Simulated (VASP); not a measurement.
# PtSe2 in VASP: notebook

The runs below take PtSe2 through single point, with LDA, PBE.

Everything below comes from runs of VASP 6.6.1. Logs are shortened: lines on timing, memory, paths and dates and some standing lists are left out, and cuts for length are marked.

### 1 The cell of the first run

The cell holds a sheet with vacuum, 12 atoms: a = 3.727 Å, b = 3.727 Å, c = 35.860 Å, α = 90.00°, β = 90.00°, γ = 120.00°.

### 2 Single point, LDA

INCAR

```
SYSTEM = PtSe2
PREC = Accurate
ENCUT = 520
EDIFF = 1E-6
ISMEAR = 0
SIGMA = 0.01
LREAL = .False.
LASPH = .True.
NELM = 80
ALGO = Normal
ISIF = 2
LWAVE = .False.
LCHARG = .False.
LDIPOL = .True.
IDIPOL = 3
DIPOL = 0.5 0.5 0.500
NBANDS = 56
```

KPOINTS

```
Automatic mesh
0
Gamma
  10 10 1
  0 0 0
```

POSCAR

```
PtSe2
1.0
    3.7270000000      0.0000000000      0.0000000000
   -1.8635000000      3.2276766799      0.0000000000
    0.0000000000      0.0000000000     35.8600000000
Se Pt
8 4
Direct
    0.6666666667      0.3333333333      0.2509760178
    0.3333333333      0.6666666667      0.3240379253
    0.6666666667      0.3333333333      0.3926380368
    0.3333333333      0.6666666667      0.4656999442
    0.6666666667      0.3333333333      0.5343000558
    0.3333333333      0.6666666667      0.6073619632
    0.6666666667      0.3333333333      0.6759620747
    0.3333333333      0.6666666667      0.7490239822
    0.0000000000      0.0000000000      0.2875069716
    0.0000000000      0.0000000000      0.4291689905
    0.0000000000      0.0000000000      0.5708310095
    0.0000000000      0.0000000000      0.7124930284
```

Potentials or basis: VASP PAW LDA potentials, release 64 (Se, Pt).

On the command line:

```console
$ cat potpaw_LDA.64/Se/POTCAR potpaw_LDA.64/Pt/POTCAR > POTCAR
$ mpirun -np 1 vasp_std > vasp.out
```

OUTCAR:

```text
SYSTEM = PtSe2
   PREC = Accurate
   ENCUT = 520
   EDIFF = 1E-6
   ISMEAR = 0
   LREAL = .False.
   LASPH = .True.
   NELM = 80
   ISIF = 2

 ion  position               nearest neighbor table
   1  0.667  0.333  0.251-   9 2.52   9 2.52   9 2.52
   2  0.333  0.667  0.324-   9 2.52   9 2.52   9 2.52
   3  0.667  0.333  0.393-  10 2.52  10 2.52  10 2.52
   4  0.333  0.667  0.466-  10 2.52  10 2.52  10 2.52
   5  0.667  0.333  0.534-  11 2.52  11 2.52  11 2.52
   6  0.333  0.667  0.607-  11 2.52  11 2.52  11 2.52
   7  0.667  0.333  0.676-  12 2.52  12 2.52  12 2.52
   8  0.333  0.667  0.749-  12 2.52  12 2.52  12 2.52
   9  0.000  0.000  0.288-   2 2.52   2 2.52   2 2.52   1 2.52   1 2.52   1 2.52
  10  0.000  0.000  0.429-   4 2.52   3 2.52   4 2.52   3 2.52   4 2.52   3 2.52
  11  0.000  0.000  0.571-   5 2.52   6 2.52   5 2.52   6 2.52   5 2.52   6 2.52
  12  0.000  0.000  0.712-   7 2.52   7 2.52   7 2.52   8 2.52   8 2.52   8 2.52

  LATTYP: Found a hexagonal cell.
 ALAT       =     3.7270000000
 C/A-ratio  =     9.6216796351

  Lattice vectors:

 A1 = (   3.7270000000,   0.0000000000,   0.0000000000)
 A2 = (  -1.8635000000,   3.2276766799,   0.0000000000)
 A3 = (   0.0000000000,   0.0000000000,  35.8600000000)

Analysis of symmetry for initial positions (statically):
=====================================================================
 Subroutine PRICEL returns:
 Original cell was already a primitive cell.

 Routine SETGRP: Setting up the symmetry group for a
 hexagonal supercell.

 Subroutine GETGRP returns: Found 12 space group operations
 (whereof 12 operations were pure point group operations)
 out of a pool of 24 trial point group operations.

The static configuration has the point symmetry D_3d.

Analysis of symmetry for dynamics (positions and initial velocities):
=====================================================================
 Subroutine PRICEL returns:
 Original cell was already a primitive cell.

 Routine SETGRP: Setting up the symmetry group for a
 hexagonal supercell.

 Subroutine GETGRP returns: Found 12 space group operations
 (whereof 12 operations were pure point group operations)
 out of a pool of 24 trial point group operations.

The dynamic configuration has the point symmetry D_3d.

 Subroutine INISYM returns: Found 12 space group operations
 (whereof 12 operations are pure point group operations),
 and found     1 'primitive' translations

----------------------------------------------------------------------------------------

                                     Primitive cell

  volume of cell :     431.3797

  direct lattice vectors                    reciprocal lattice vectors
     3.727000000  0.000000000  0.000000000     0.268312316  0.154910188  0.000000000
    -1.863500000  3.227676680  0.000000000     0.000000000  0.309820375  0.000000000
     0.000000000  0.000000000 35.860000000     0.000000000  0.000000000  0.027886224

  length of vectors
     3.727000000  3.727000000 35.860000000     0.309820375  0.309820375  0.027886224

  position of ions in fractional coordinates (direct lattice)
     0.666666667  0.333333333  0.250976018
     0.333333333  0.666666667  0.324037925
     0.666666667  0.333333333  0.392638037
     0.333333333  0.666666667  0.465699944
     0.666666667  0.333333333  0.534300056
     0.333333333  0.666666667  0.607361963
     0.666666667  0.333333333  0.675962075
     0.333333333  0.666666667  0.749023982
     0.000000000  0.000000000  0.287506972
     0.000000000  0.000000000  0.429168991
     0.000000000  0.000000000  0.570831009
     0.000000000  0.000000000  0.712493028

  ion indices of the primitive-cell ions
   primitive index   ion index
                 1           1
                 2           2
                 3           3
                 4           4
                 5           5
                 6           6
                 7           7
                 8           8
                 9           9
                10          10
                11          11
                12          12

----------------------------------------------------------------------------------------

 KPOINTS: Automatic mesh

Automatic generation of k-mesh.
 Grid dimensions read from file:
 generate k-points for:   10   10    1

 Generating k-lattice:

  Cartesian coordinates                     Fractional coordinates (reciprocal lattice)
     0.026831232  0.015491019  0.000000000     0.100000000  0.000000000  0.000000000
     0.000000000  0.030982038  0.000000000     0.000000000  0.100000000  0.000000000
     0.000000000  0.000000000  0.027886224     0.000000000  0.000000000  1.000000000

  Length of vectors
     0.030982038  0.030982038  0.027886224

  Shift w.r.t. Gamma in fractional coordinates (k-lattice)
     0.000000000  0.000000000  0.000000000

 Subroutine IBZKPT returns following result:
 ===========================================

 Found     14 irreducible k-points:

 Following reciprocal coordinates:
            Coordinates               Weight
  0.000000  0.000000  0.000000      1.000000
  0.100000 -0.000000  0.000000      6.000000
  0.200000 -0.000000  0.000000      6.000000
  0.300000 -0.000000  0.000000      6.000000
  0.400000  0.000000  0.000000      6.000000
  0.500000  0.000000  0.000000      3.000000
  0.100000  0.100000  0.000000      6.000000
  0.200000  0.100000  0.000000     12.000000
  0.300000  0.100000  0.000000     12.000000
  0.400000  0.100000  0.000000     12.000000
  0.200000  0.200000  0.000000      6.000000
  0.300000  0.200000  0.000000     12.000000
  0.400000  0.200000  0.000000      6.000000
  0.300000  0.300000  0.000000      6.000000
   k-points           NKPTS =     14   k-points in BZ     NKDIM =     14   number of bands    NBANDS=     56
   number of dos      NEDOS =    301   number of ions     NIONS =     12
   total plane-waves  NPLWV = 211680
   dimension x,y,z NGX =    28 NGY =   28 NGZ =  270
   dimension x,y,z NGXF=    56 NGYF=   56 NGZF=  540
   ions per type =               8   4
   NGX,Y,Z   is equivalent  to a cutoff of  12.49, 12.49, 12.52 a.u.
   NGXF,Y,Z  is equivalent  to a cutoff of  24.98, 24.98, 25.03 a.u.
 SYSTEM =  PtSe2
   PREC   = accura    normal or accurate (medium, high low for compatibility)
   ISTART =      0    job   : 0-new  1-cont  2-samecut
   ICHARG =      2    charge: 1-file 2-atom 10-const
   ISPIN  =      1    spin polarized calculation?
   LNONCOLLINEAR =      F non collinear calculations
   LSORBIT =      F    spin-orbit coupling
   LASPH  =      T    aspherical Exc in radial PAW
   ENCUT  =  520.0 eV  38.22 Ry    6.18 a.u.   6.93  6.93 66.68*2*pi/ulx,y,z
   NELM   =     80;   NELMIN=  2; NELMDL= -5     # of ELM steps
   EDIFF  = 0.1E-05   stopping-criterion for ELM
   LREAL  =      F    real-space projection
   EDIFFG = 0.1E-04   stopping-criterion for IOM
   NSW    =      0    number of steps for IOM
   IBRION =     -1    ionic relax: 0-MD 1-quasi-New 2-CG
   NFREE  =      0    steps in history (QN), initial steepest desc. (CG)
   ISIF   =      2    stress and relaxation
   ISYM   =      2    0-nonsym 1-usesym 2-fastsym
   POTIM  = 0.5000    time-step for ionic-motion
   TEBEG  =    0.0;   TEEND  =   0.0 temperature during run
   PSTRESS=    0.0 pullay stress
   NELECT =      88.0000    total number of electrons
   NUPDOWN=      -1.0000    fix difference up-down
   EMIN   =  10.00;   EMAX   =-10.00  energy-range for DOS
   EFERMI =   0.00;   METHOD = LEGACY
   ISMEAR =     0;   SIGMA  =   0.01  broadening in eV -4-tet -1-fermi 0-gaus
   EFERMI_NEDOS =   21; number of points for ismear=-14 and -15
   IALGO  =     38    algorithm
   IMIX   =      4    mixing-type and parameters
     AMIX     =   0.40;   BMIX     =  1.00
     AMIX_MAG =   1.60;   BMIX_MAG =  1.00
  volume/ion in A,a.u.               =      35.95       242.59
  Fermi-wavevector in a.u.,A,eV,Ry     =   0.963716  1.821160 12.636396  0.928749
  Thomas-Fermi vector in A             =   2.093286
   LORBIT       =      0    0 simple, 1 ext, 2 COOP (PROOUT), +10 PAW based schemes
   GGA     = CA    functional components
   LHFCALC =     F    Hartree Fock is set to
   AEXX    =    0.0000 exact exchange contribution
   IVDW    =     0    specifies the selected vdW correction
   LEPSILON=     F    determine dielectric tensor
   LRPA    =     F    only Hartree local field effects (RPA)
 non-spin polarized calculation
 Gauss-broadening in eV      SIGMA  =   0.01
  energy-cutoff  :      520.00
  volume of cell :      431.38
 maximum number of plane-waves:     11664
 NGX is ok and might be reduce to    28
   NGX = 13   NGY = 13   NGZ =133

 dipolmoment           0.000000      0.000000     -0.000000 electrons x Angstroem

 number of electron      87.9999992 magnetization

 dipolmoment           0.000000      0.000000      0.000000 electrons x Angstroem

 Free energy of the ion-electron system (eV)
  ---------------------------------------------------
  ext. energy  EPLUGINS =         0.00000000
  ---------------------------------------------------
  free energy    TOTEN  =       -67.91162488 eV

  energy without entropy =      -67.91140225  energy(sigma->0) =      -67.91151356

 E-fermi :   1.4580     XC(G=0):  -6.5652

 val. band max:        1.4054741931   @ k =   0.3000  -0.0000   0.0000
 cond. band min:       1.4650732126   @ k =   0.1000  -0.0000   0.0000
 fundamental gap:      0.0595990195
 Fermi energy:         1.4580336197

 k-point     1 :       0.0000    0.0000    0.0000
  band No.  band energies     occupation
      1     -14.0632      2.00000
      2     -13.8760      2.00000
      3     -13.6278      2.00000
      4     -13.4615      2.00000
      5     -12.4296      2.00000
      6     -12.0425      2.00000
[... 815 lines left out ...]
     55       6.8304      0.00000
     56       7.3800      0.00000

------------------------ aborting loop because EDIFF is reached ----------------------------------------

 vacuum level on the upper side and lower side of the slab       (xc-potential included)        -0.114        -0.114

  FORCE on cell =-STRESS in cart. coord.  units (eV):
  Direction    XX          YY          ZZ          XY          YZ          ZX
  --------------------------------------------------------------------------------------
  -------------------------------------------------------------------------------------
  Total       -4.9705675     -4.9705675     -6.5617328      0.0000000     -0.0000000      0.0000000
  in kB      -18.4610696    -18.4610696    -24.3707797      0.0000000     -0.0000000      0.0000000
  external PRESSURE =     -20.4309730 kB  Pullay stress =       0.0000000 kB

 VOLUME and BASIS-vectors are now :
 -----------------------------------------------------------------------------
  energy-cutoff  :      520.00
  volume of cell :      431.38
      direct lattice vectors                 reciprocal lattice vectors
     3.727000000  0.000000000  0.000000000     0.268312316  0.154910188  0.000000000
    -1.863500000  3.227676680  0.000000000     0.000000000  0.309820375  0.000000000
     0.000000000  0.000000000 35.860000000     0.000000000  0.000000000  0.027886224

 POSITION                                       TOTAL-FORCE (eV/Angst)
 -----------------------------------------------------------------------------------
      1.86350      1.07589      9.00000         0.000000     -0.000000      0.414364
     -0.00000      2.15178     11.62000         0.000000      0.000000     -0.468799
      1.86350      1.07589     14.08000        -0.000000     -0.000000      0.338797
     -0.00000      2.15178     16.70000        -0.000000      0.000000     -0.322676
      1.86350      1.07589     19.16000         0.000000      0.000000      0.322676
     -0.00000      2.15178     21.78000        -0.000000      0.000000     -0.338797
      1.86350      1.07589     24.24000        -0.000000     -0.000000      0.468799
     -0.00000      2.15178     26.86000         0.000000      0.000000     -0.414364
      0.00000      0.00000     10.31000         0.000000      0.000000      0.208406
      0.00000      0.00000     15.39000        -0.000000      0.000000      0.005712
      0.00000      0.00000     20.47000        -0.000000      0.000000     -0.005712
      0.00000      0.00000     25.55000        -0.000000     -0.000000     -0.208406
 -----------------------------------------------------------------------------------
    total drift:                                0.000000      0.000000      0.000000

  FREE ENERGIE OF THE ION-ELECTRON SYSTEM (eV)
  ---------------------------------------------------
  free  energy   TOTEN  =       -67.9116248778 eV

  energy  without entropy=      -67.9114022516  energy(sigma->0) =      -67.91151356

 vacuum level on the upper side and lower side of the slab         6.330         6.330
```

Run time: 14 min. Hardware: 1 thread of Intel Xeon 6975P-C (Granite Rapids), shared host; peak memory 0.52 GiB.

Results:

- Free energy: -67.9116 eV
- Largest force: 0.469 eV/Å
- Band gap on the k mesh: zero (bands 44 and 45 overlap by 0.18 eV)

Forces on the atoms (eV/Å):
```
Se   0.000  0.000  0.414
Se   0.000  0.000 -0.469
Se   0.000  0.000  0.339
Se   0.000  0.000 -0.323
Se   0.000  0.000  0.323
Se   0.000  0.000 -0.339
Se   0.000  0.000  0.469
Se   0.000  0.000 -0.414
Pt   0.000  0.000  0.208
Pt   0.000  0.000  0.006
Pt   0.000  0.000 -0.006
Pt   0.000  0.000 -0.208
```

Levels at points of the mesh, in eV from the Fermi level:
```
           k point  band 41  band 42  band 43  band 44  band 45  band 46  band 47  band 48
(0.00, 0.00, 0.00)    -0.98    -0.98    -0.61     0.12     1.39     1.39     1.69     1.69
(0.50, 0.00, 0.00)    -2.66    -2.58    -2.01    -1.54     0.68     0.94     1.12     1.35
```

Caveat: spin-orbit coupling is left out, which moves the levels of the heavy elements.

### 3 Single point, PBE

INCAR

```
ALGO = Normal
DIPOL = 0.5 0.5 0.500
EDIFF = 1E-7
ENCUT = 520
GGA = PE
IDIPOL = 3
ISIF = 2
ISMEAR = 0
LASPH = True
LCHARG = True
LDIPOL = True
LELF = True
LREAL = False
LVACPOTAV = True
LVHAR = True
LWAVE = False
NBANDS = 56
NELM = 80
PREC = Accurate
SIGMA = 0.01
```

KPOINTS

```
k-points
0
Gamma
  10 10 1
```

POSCAR is that of step 2.

Potentials or basis: VASP PAW PBE potentials, release 64 (Se, Pt).

On the command line:

```console
$ cat potpaw_PBE.64/Se/POTCAR potpaw_PBE.64/Pt/POTCAR > POTCAR
$ mpirun -np 1 vasp_std > vasp.out
```

It took 15 min on 1 thread of Intel Xeon 6975P-C (Granite Rapids), shared host; peak memory 0.63 GiB.

The run converged. Its results:

```
Free energy            : -56.9388 eV
Largest force          : 0.237 eV/Å
Band gap on the k mesh : zero (bands 44 and 45 overlap by 0.13 eV)
```

Forces on the atoms (eV/Å):
```
Se   0.000  0.000 -0.237
Se   0.000  0.000 -0.128
Se   0.000  0.000  0.004
Se   0.000  0.000  0.010
Se   0.000  0.000 -0.010
Se   0.000  0.000 -0.004
Se   0.000  0.000  0.128
Se   0.000  0.000  0.237
Pt   0.000  0.000  0.163
Pt   0.000  0.000  0.007
Pt   0.000  0.000 -0.007
Pt   0.000  0.000 -0.163
```

Levels at points of the mesh, in eV from the Fermi level:
```
           k point  band 40  band 41  band 42  band 43  band 44  band 45  band 46  band 47  band 48  band 49
(0.00, 0.00, 0.00)    -1.08    -1.00    -1.00    -0.60     0.13     1.40     1.40     1.69     1.69     1.99
(0.50, 0.00, 0.00)    -2.83    -2.67    -2.58    -2.02    -1.55     0.72     0.95     1.15     1.37     1.52
```

Caveat: spin-orbit coupling is left out, which moves the levels of the heavy elements.

The gap in the log of VASP goes by the Fermi energy; the results here count the filled bands.